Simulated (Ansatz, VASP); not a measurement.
# ZrTa2N4 in VASP and in Ansatz

```
CELL_PARAMETERS angstrom
5.33157 0.00000 -0.00186
0.00000 3.09444 0.00000
-1.97363 0.00000 5.31543
ATOMIC_POSITIONS crystal
Zr 0.68536 0.50000 0.51580
Ta 0.01699 0.00000 0.04948
Ta 0.47598 0.50000 0.95480
N 0.43456 0.00000 0.21713
N 0.89239 0.50000 0.22004
N 0.59188 0.00000 0.75644
N 0.07284 0.50000 0.79631
```

Change from the starting cell: species swapped into the KV2S4 type (Pm, No. 6).

Alike in both runs: functional PBE; k mesh 6 × 10 × 6; occupations gaussian, width 0.1 eV; no spin polarisation.

Ansatz relaxed the structure, and its values are those at the end. VASP's run is a single point on that final structure, the one shown.

```csv
,VASP,Ansatz
version,VASP 6.6.1,Ansatz 0.2.0
potentials or method,"VASP PAW PBE potentials, release 64 (Zr_sv, Ta_pv, N), cutoff 520 eV","scalar-relativistic, plane waves, PAW"
valence electrons in the cell,54,58
```

|  | VASP | Ansatz | Ansatz less VASP |
| --- | --- | --- | --- |
| gap on the k mesh at the Fermi level (eV) | none | none | - |
| pressure (GPa) | 0.5 | 0.0 | -0.49 |
| rms of the force components (eV/Å) | 0.020 | 0.001 | -0.0196 |

A gap of «none» marks a metal or a gap that the smearing closes. With one functional, cell and mesh, what is left measures potentials, basis and numerics. VASP's potentials hold 54 valence electrons a cell and Ansatz's 58, so a difference there can come from the potentials and not from the codes.

Spin-orbit coupling is off throughout.
